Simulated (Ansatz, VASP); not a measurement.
# C in VASP and in Ansatz

File INCAR:

```
SYSTEM = C
ALGO     = Normal         ! electronic algorithm
EDIFF    = 1E-6           ! SCF threshold, eV
ENCUT    = 520            ! plane-wave cutoff, eV
GGA      = PE             ! functional
ISIF     = 2              ! what is computed and relaxed
ISMEAR   = 0              ! smearing method
IVDW     = 12             ! dispersion correction
LASPH    = .TRUE.         ! aspherical terms in the spheres
LCHARG   = .TRUE.         ! write CHGCAR
LELF     = .TRUE.         ! ELF
LREAL    = .FALSE.        ! projectors in reciprocal space
LVHAR    = .TRUE.       
LWAVE    = .FALSE.        ! write WAVECAR
NBANDS   = 11             ! bands
NELM     = 60             ! most SCF steps
PREC     = Accurate       ! precision mode
SIGMA    = 0.05           ! smearing width, eV
```

KPOINTS

```
k-points
0
G
  15 15 15
  0 0 0
```

Contents of POSCAR:

```
C
1.0
    1.2324809262      0.7115731945      3.3609366220
   -1.2324809262      0.7115731945      3.3609366220
    0.0000000000     -1.4231463891      3.3609366220
C
2
Direct
    0.1865576207      0.1865576207      0.1549375426
    0.8134423793      0.8134423793      0.8450624574
```

Input for Ansatz:

```yaml
crystal:
  lattice:
    - [1.2324809262, 0.7115731945, 3.360936622]
    - [-1.2324809262, 0.7115731945, 3.360936622]
    - [0.0, -1.4231463891, 3.360936622]
  atoms:
    - { symbol: C, position: [0.1865576207, 0.1865576207, 0.1549375426] }
    - { symbol: C, position: [0.8134423793, 0.8134423793, 0.8450624574] }
basis:
  ecutwfc: 520.0
kpoints:
  mp_grid: { grid: [15, 15, 15] }
hamiltonian:
  xc: pbe
  pseudopotentials: { kind: paw, azcp: { folder: soft_1 } }
  dispersion: d3bj
scf:
  occupations: { method: gaussian, width: 0.05 }
output:
  forces: true
  stress: true
  eigenvalues: true
```

Change from the starting cell: mode 4 frozen in at +0.095 Å and mode 6 at +0.045 Å (largest displacements).

Alike in both runs: task single point; functional PBE; dispersion D3(BJ); k mesh 15 × 15 × 15; occupations gaussian, width 0.05 eV; no spin polarisation.

|  | VASP | Ansatz |
| --- | --- | --- |
| version | VASP 6.6.1 | Ansatz 0.2.0 |
| potentials or method | VASP PAW PBE potentials, release 64 (C), cutoff 520 eV | scalar-relativistic, plane waves, PAW |
| valence electrons in the cell | 8 | 8 |

```csv
,VASP,Ansatz,Ansatz less VASP
gap on the k mesh at the Fermi level (eV),0.50,0.50,+0.001
least direct gap on the mesh (eV),0.50,0.50,+0.001
pressure (GPa),1.5,1.1,-0.40
"traceless stress, the component that is largest in VASP (GPa)",10.16,9.74,-0.417
rms of the force components (eV/Å),2.892,2.890,-0.0014
```

Atom by atom the forces differ by 0.009 eV/Å (rms over components).
